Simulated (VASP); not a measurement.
Write the native input for VASP 6.6.1 that does the following.

```yaml
Task: single point
Functional: r2SCAN
Dispersion: rVV10
Potentials_or_basis: VASP PAW PBE potentials, release 64 (Sn_d, S)
Cutoff: 550 eV
k_mesh: 9 × 9 × 6
Occupations: gaussian, width 0.02 eV
Spin: no spin polarisation
Dipole_correction: no
Further_INCAR_settings: ALGO = Normal; EDIFF = 1e-06; NBANDS = 20
```

Crystal: SnS2.

```
CELL_PARAMETERS angstrom
3.66109 0.00000 0.00000
-1.83055 3.17060 0.00000
0.00000 0.00000 5.96692
ATOMIC_POSITIONS crystal
Sn 0.00000 0.00000 0.00000
S 0.33333 0.66667 0.24545
S 0.66667 0.33333 0.75455
```

These files were run (other wordings do the same):

POSCAR

```
SnS2
1.0
    3.6610941804      0.0000000000      0.0000000000
   -1.8305470902      3.1706005659      0.0000000000
    0.0000000000      0.0000000000      5.9669248792
Sn S
1 2
Direct
    0.0000000000      0.0000000000      0.0000000000
    0.3333333333      0.6666666667      0.2454519931
    0.6666666667      0.3333333333      0.7545480069
```

INCAR.step1

```
SYSTEM = SnS2
ALGO = Normal ; EDIFF = 1E-5
ENCUT = 550 ; GGA = PE
GGA_COMPAT = .FALSE. ; ISMEAR = 0
LASPH = .TRUE. ; LCHARG = .FALSE.
LREAL = .FALSE. ; LWAVE = .TRUE.
NBANDS = 20 ; NELM = 120
PREC = Accurate ; SIGMA = 0.02
```

INCAR.step2

```
SYSTEM = SnS2
ALGO = Normal ; BPARAM = 11.95
CPARAM = 0.0093 ; EDIFF = 1E-6
ENCUT = 550 ; GGA_COMPAT = .FALSE.
ISIF = 2 ; ISMEAR = 0
ISTART = 1 ; IVDW_NL = 2
LASPH = .TRUE. ; LCHARG = .FALSE.
LMIXTAU = .TRUE. ; LREAL = .FALSE.
LUSE_VDW = .TRUE. ; LWAVE = .FALSE.
METAGGA = R2SCAN ; NBANDS = 20
NELM = 120 ; PREC = Accurate
SIGMA = 0.02
```

KPOINTS

```
k-points
0
G
  9 9 6
  0 0 0
```

Potentials or basis: VASP PAW PBE potentials, release 64 (Sn_d, S).

The run is started by

```bash
$ cat potpaw_PBE.64/Sn_d/POTCAR potpaw_PBE.64/S/POTCAR > POTCAR
$ cp INCAR.step1 INCAR
$ mpirun -np 1 vasp_std > vasp.out
$ cp INCAR.step2 INCAR
$ mpirun -np 1 vasp_std > vasp.out
```

It gave:

The pressure is 0.0 GPa. The largest force is 0.007 eV/Å and the band gap on the k mesh is 1.76 eV (least direct gap 2.24 eV).

Caveat: the PAW data sets were made with another functional, which shifts forces and pressure a little; spin-orbit coupling is left out, which moves the levels of the heavy elements; an odd mesh through Γ misses points on the zone boundary, where band edges can lie.

Run time: 3.6 min on 1 thread of Intel(R) Xeon(R) 6975P-C (Granite Rapids), on a shared host, peak memory 0.39 GiB.
